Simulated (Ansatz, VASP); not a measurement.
# Ni: VASP beside Ansatz

```xyz
1
Lattice="-1.4006 1.4006 1.4006 1.4006 -1.4006 1.4006 1.4006 1.4006 -1.4006" Properties=species:S:1:pos:R:3 pbc="T T T"
Ni    0.0000    0.0000    0.0000
```

Alike in both runs: task single point; functional PBE; k mesh 20 × 20 × 20; occupations gaussian, width 0.05 eV; collinear spin.

|  | VASP | Ansatz |
| --- | --- | --- |
| version | VASP 6.6.1 | Ansatz 0.2.0 |
| potentials or method | VASP PAW PBE potentials, release 64 (Ni), cutoff 520 eV | scalar-relativistic, plane waves, PAW |
| valence electrons in the cell | 10 | 18 |

|  | VASP | Ansatz | Ansatz less VASP |
| --- | --- | --- | --- |
| gap on the k mesh at the Fermi level (eV) | none | none | - |
| pressure (GPa) | -0.1 | 0.0 | +0.10 |
| net moment per atom (μB) | 0.58 | 0.58 | +0.004 |
| size of the moment on the site where the two differ most (μB) | 0.59 | 0.61 | +0.027 |

Site moments also hang on the region over which each program counts them. A gap of «none» marks a metal or a gap that the smearing closes. The functional is the same, so the differences come from potentials, cutoffs and numerics. VASP's potentials hold 10 valence electrons a cell and Ansatz's 18, so a difference there can come from the potentials and not from the codes.
